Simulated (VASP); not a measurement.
A run of VASP 6.6.1:

POSCAR

```
ZnS
1.0
    0.0000000000      2.7046500000      2.7452197500
    2.7046500000      0.0000000000      2.7452197500
    2.7046500000      2.7046500000      0.0000000000
Zn S
1 1
Direct
    0.0000000000      0.0000000000      0.0000000000
    0.7500000000      0.7500000000      0.7500000000
```

Contents of INCAR.step1:

```
SYSTEM = ZnS
PREC = Accurate
ENCUT = 520
ISMEAR = 0
SIGMA = 0.05
LREAL = .FALSE.
LASPH = .TRUE.
NELM = 60
NBANDS = 16
GGA = PE
ALGO = Normal
EDIFF = 1E-4
LWAVE = .TRUE.
LCHARG = .FALSE.
```

The input INCAR.step2:

```
SYSTEM = ZnS
PREC = Accurate
ENCUT = 520
EDIFF = 1E-6
ISMEAR = 0
SIGMA = 0.05
LREAL = .FALSE.
LASPH = .TRUE.
NELM = 60
ALGO = Normal
ISIF = 2
LWAVE = .FALSE.
LCHARG = .TRUE.
METAGGA = R2SCAN
LMIXTAU = .TRUE.
LELF = .TRUE.
LVHAR = .TRUE.
NBANDS = 16
ISTART = 1
```

The input KPOINTS:

```
regular mesh
0
G
  8 8 8
  0 0 0
```

Potentials or basis: VASP PAW PBE potentials, release 64 (Zn, S).

The run is started by

```sh
$ cat potpaw_PBE.64/Zn/POTCAR potpaw_PBE.64/S/POTCAR > POTCAR
$ cp INCAR.step1 INCAR
$ mpirun -np 1 vasp_std > vasp.out
$ cp INCAR.step2 INCAR
$ mpirun -np 1 vasp_std > vasp.out
```

Hardware: 1 thread of AMD EPYC 7R43 64-Core Processor (Zen 3), on a shared host.

Task: Estimate the wall time of this run.

Result: It took 3.7 min on 1 thread of AMD EPYC 7R43 64-Core Processor (Zen 3) (shared host), peak memory 0.15 GiB. Counts: k points 59.
